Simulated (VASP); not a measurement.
## TiSi16 (a cell with a defect): single point with PBE

The system is TiSi16 (a cell with a defect).

```
Si Ti
1.0
     0.00000    5.43000    5.43000
     5.43000    0.00000    5.43000
     5.43000    5.43000    0.00000
Si Ti
16 1
Cartesian
  -0.0091 0.0068 -0.0047
  1.3553 1.3348 1.3602
  2.7533 2.6901 -0.0381
  4.1102 4.0737 1.3787
  2.7201 0.0068 2.7245
  4.0726 1.3313 4.0728
  5.4093 2.6832 2.7360
  6.7666 4.0736 4.0350
  -0.0441 2.6922 2.7594
  1.3785 4.0680 4.1218
  2.7734 5.4695 2.7856
  4.0711 6.8245 4.0743
  2.7320 2.6731 5.4134
  4.0235 4.0681 6.7669
  5.3598 5.4694 5.3719
  6.7847 6.8020 6.7906
  1.3539 4.0907 1.3615
```

```yaml
Program: VASP 6.6.1
Task: single point
Functional: PBE
Potentials_or_basis: VASP PAW PBE potentials, release 64 (Si, Ti_sv)
Cutoff: 520 eV
k_mesh: 2 × 2 × 2
Occupations: gaussian, width 0.02 eV
Spin: no spin polarisation
```

```yaml
Pressure: 4.0 GPa
Largest_force: 0.016 eV/Å
Band_gap_on_the_k_mesh: zero (bands 38 and 39 overlap by 0.40 eV)
```

Forces in eV/Å, atoms in the order of the input:
```
Si   0.011  0.005  0.002
Si  -0.003 -0.010  0.003
Si  -0.007  0.004  0.008
Si  -0.009  0.007 -0.001
Si  -0.002  0.005 -0.011
Si   0.001 -0.008  0.000
Si  -0.003 -0.008  0.003
Si   0.001  0.006  0.009
Si   0.007  0.003 -0.007
Si  -0.008  0.010 -0.009
Si  -0.005 -0.005 -0.004
Si   0.002  0.001 -0.002
Si   0.006 -0.001 -0.005
Si   0.009  0.010  0.008
Si   0.004 -0.005  0.005
Si  -0.001 -0.003  0.001
Ti  -0.003 -0.011  0.003
```

Stress tensor (GPa, compression positive):
```
 3.95  0.03  0.12
 0.03  4.14 -0.03
 0.12 -0.03  3.95
```

Levels at points of the mesh, in eV from the Fermi level:
| k point | band 36 | band 37 | band 38 | band 39 | band 40 | band 41 |
| --- | --- | --- | --- | --- | --- | --- |
| (0.00, 0.00, 0.00) | -0.97 | -0.42 | -0.39 | -0.36 | -0.12 | -0.05 |
| (0.50, 0.00, 0.00) | -1.35 | -0.27 | -0.01 | 0.07 | 0.45 | 0.47 |
| (0.00, 0.50, 0.00) | -1.34 | -0.25 | 0.05 | 0.07 | 0.45 | 0.46 |
| (0.00, 0.00, 0.50) | -1.35 | -0.28 | 0.00 | 0.08 | 0.45 | 0.48 |
| (0.50, 0.50, 0.50) | -1.34 | -0.25 | 0.05 | 0.07 | 0.45 | 0.46 |
| (0.50, 0.50, 0.00) | -1.86 | -0.68 | -0.02 | 0.57 | 0.59 | 1.12 |
| (0.00, 0.50, 0.50) | -1.86 | -0.68 | -0.02 | 0.57 | 0.59 | 1.12 |
| (0.50, 0.00, 0.50) | -1.88 | -0.70 | -0.02 | 0.57 | 0.62 | 1.11 |

Run time: 3.3 min on 1 thread of Intel(R) Xeon(R) 6975P-C (Granite Rapids) (shared host), peak memory 0.5 GiB.

Caveat: the k points lie up to 0.50 Å⁻¹ apart.
